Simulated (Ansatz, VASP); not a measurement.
**One calculation of Al, two programs**

```
CELL_PARAMETERS angstrom
0.00000 1.99530 1.99530
1.99530 0.00000 1.99530
1.99530 1.99530 0.00000
ATOMIC_POSITIONS crystal
Al 0.00000 0.00000 0.00000
```

Alike in both runs: functional r2SCAN; k mesh 24 × 24 × 24; occupations methfessel-paxton of order 1, width 0.1 eV; no spin polarisation.

Ansatz relaxed the structure, and its values are those at the end. VASP's run is a single point on that final structure, the one shown.

|  | VASP | Ansatz |
| --- | --- | --- |
| version | VASP 6.6.1 | Ansatz 0.2.0 |
| potentials or method | VASP PAW PBE potentials, release 64 (Al) | scalar-relativistic, plane waves, PAW |
| plane-wave cutoff (eV) | 520 | 500 |
| valence electrons in the cell | 3 | 3 |

|  | VASP | Ansatz | Ansatz less VASP |
| --- | --- | --- | --- |
| gap on the k mesh at the Fermi level (eV) | none | none | - |
| pressure (GPa) | -0.3 | 0.0 | +0.33 |

VASP's potentials were made for PBE, not for r2SCAN. A gap of «none» marks a metal or a gap that the smearing closes.
